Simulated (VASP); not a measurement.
Runs of VASP 6.6.1 on Y. The structure is that of space group P6_3/mmc (No. 194), or close to it. The cells are those of the table. 

```csv
cell,gap on the mesh (eV),pressure (GPa)
"a = 3.798, b = 3.798, c = 5.747 Å, angles 90.0, 90.0, 120.0°, 2 atoms",none,-4.8
"a = 3.798, b = 3.798, c = 6.207 Å, angles 90.0, 90.0, 120.0°, 2 atoms",none,-6.5
"a = 3.651, b = 3.651, c = 6.207 Å, angles 90.0, 90.0, 120.0°, 2 atoms",none,-4.6
"a = 3.944, b = 3.944, c = 5.977 Å, angles 90.0, 90.0, 120.0°, 2 atoms",none,-7.2
"a = 3.944, b = 3.944, c = 5.518 Å, angles 90.0, 90.0, 120.0°, 2 atoms",none,-5.5
"a = 3.359, b = 3.359, c = 5.518 Å, angles 90.0, 90.0, 120.0°, 2 atoms",none,7.4
"a = 3.944, b = 3.944, c = 5.288 Å, angles 90.0, 90.0, 120.0°, 2 atoms",none,(b)
"a = 3.798, b = 3.798, c = 5.518 Å, angles 90.0, 90.0, 120.0°, 2 atoms",none,-3.6
"a = 3.798, b = 3.798, c = 5.977 Å, angles 90.0, 90.0, 120.0°, 2 atoms",none,-5.7
"a = 3.359, b = 3.359, c = 5.288 Å, angles 90.0, 90.0, 120.0°, 2 atoms",none,10.4
"a = 3.944, b = 3.944, c = 5.747 Å, angles 90.0, 90.0, 120.0°, 2 atoms",none,(a)
"a = 3.944, b = 3.944, c = 6.207 Å, angles 90.0, 90.0, 120.0°, 2 atoms",none,-7.8
```

Alike in all rows: task single point; level PBEsol; potentials or basis VASP PAW PBE potentials, release 64 (Y_sv); no spin polarisation; k mesh 15 × 15 × 8; cutoff (eV) 520; smearing gaussian 0.15 eV.

Q: Estimate the missing entries.

A: (a) -6.4; (b) -4.3.

Caveats: the PAW data sets were made with another functional, which shifts forces and pressure a little; the cell stands under tension (at least some runs); the cell stands under pressure (at least some runs).

A k mesh can miss the band edges, and the runs leave out spin-orbit coupling on Y.

A gap of «none» marks levels without a gap at the run's occupations.
